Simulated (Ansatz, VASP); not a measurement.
**Bi: VASP beside Ansatz**

```
Bi
1.0
     0.00000    2.51617    2.51617
     2.51617    0.00000    2.51617
     2.51617    2.51617    0.00000
Bi
1
Direct
  0.00000 0.00000 0.00000
```

Alike in both runs: functional PBE; k mesh 14 × 14 × 14; occupations fermi-dirac, width 0.05 eV; no spin polarisation.

Ansatz relaxed the structure, and its values are those at the end. VASP's run is a single point on that final structure, the one shown.

|  | VASP | Ansatz |
| --- | --- | --- |
| version | VASP 6.6.1 | Ansatz 0.2.0 |
| potentials or method | VASP PAW PBE potentials, release 64 (Bi_d) | PAW with Ansatz's default frozen-core files, scalar-relativistic |
| plane-wave cutoff (eV) | 520 | 420 |
| valence electrons in the cell | 15 | 15 |

```tsv
	VASP	Ansatz	Ansatz less VASP
pressure (GPa)	0.0	0.0	+0.06
```

Spin-orbit coupling is off throughout.
